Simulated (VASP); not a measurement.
Here is a VASP 6.6.1 calculation.

File INCAR:

```
ALGO = Normal ; EDIFF = 1E-6
ENCUT = 520 ; GGA = PE
ISIF = 2 ; ISMEAR = -1
LASPH = T ; LCHARG = T
LDAU = T ; LDAUJ = 0 0
LDAUL = 2 -1 ; LDAUPRINT = 1
LDAUTYPE = 2 ; LDAUU = 6 0
LELF = T ; LMAXMIX = 4
LREAL = F ; LVHAR = T
LWAVE = F ; NBANDS = 14
NELM = 150 ; PREC = Accurate
SIGMA = 0.05
```

File KPOINTS:

```
k-points
0
Gamma
  15 15 15
```

POSCAR

```
HfB
1.0
    0.0000000000      2.3100000000      2.3100000000
    2.3100000000      0.0000000000      2.3100000000
    2.3100000000      2.3100000000      0.0000000000
Hf B
1 1
Direct
    0.5000000000      0.5000000000      0.5000000000
    0.0000000000      0.0000000000      0.0000000000
```

Potentials or basis: VASP PAW PBE potentials, release 64 (Hf_pv, B).

Run with:

```bash
$ cat potpaw_PBE.64/Hf_pv/POTCAR potpaw_PBE.64/B/POTCAR > POTCAR
$ mpirun -np 1 vasp_std > vasp.out
```

Estimate the band gap on the k mesh.

zero (an odd number of electrons rules out a gap without spin polarisation).

Predict the pressure.

53.9 GPa.

Eigenvalues of the final occupation matrices:
```
    site  spin  trace               eigenvalues
site 1 d     1   0.84  0.11 0.11 0.11 0.25 0.25
site 1 d     2   0.84  0.11 0.11 0.11 0.25 0.25
```

Caveat: the cell stands under pressure; spin-orbit coupling is left out, which moves the levels of the heavy elements; U without spin polarisation on a metal has little footing; the U is typed as a test and isn't derived for this compound.
